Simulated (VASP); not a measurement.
## Ca2F: single point with PBE

System: Ca2F, a sheet with vacuum.

```
CELL_PARAMETERS angstrom
4.01260 0.00000 0.00000
-2.00630 3.47501 0.00000
0.00000 0.00000 29.79025
ATOMIC_POSITIONS crystal
Ca 0.00000 0.00000 0.35596
Ca 0.00000 0.00000 0.21470
F 0.00000 0.00000 0.28533
```

The cell was built from a structure type or drawn by symmetry, and may not be a known phase.

| Property | Result |
| --- | --- |
| Program | VASP 6.6.1 |
| Task | single point |
| Functional | PBE |
| Potentials or basis | VASP PAW PBE potentials, release 64 (Ca_sv, F) |
| Cutoff | 520 eV |
| k mesh | 12 × 12 × 1 |
| Occupations | gaussian, width 0.1 eV |
| Spin | no spin polarisation |
| Dipole correction | yes |
| Further INCAR settings | ALGO = Normal; EDIFF = 1e-07; NBANDS = 20 |

- Largest force: 0.108 eV/Å
- Band gap on the k mesh: zero (an odd number of electrons rules out a gap without spin polarisation)
- Work function of the upper face: 2.93 eV
- Work function of the lower face: 2.93 eV

Forces on the atoms (eV/Å):
```
Ca   0.000  0.000  0.108
Ca   0.000  0.000 -0.108
F    0.000  0.000  0.000
```

Levels at points of the mesh, in eV from the Fermi level:
| k point | band 12 | band 13 | band 14 | band 15 | band 16 | band 17 |
| --- | --- | --- | --- | --- | --- | --- |
| (0.00, 0.00, 0.00) | -6.03 | -2.56 | -2.22 | 0.53 | 0.96 | 2.21 |
| (0.50, 0.00, 0.00) | -6.10 | -0.03 | 0.20 | 0.58 | 0.66 | 2.04 |

Wall time 7.5 min on 1 thread of Intel Xeon 8259CL, on a shared host, peak memory 0.56 GiB.

Caveat: an odd number of electrons without spin polarisation forces a metal; a magnetic or distorted state may lie lower.
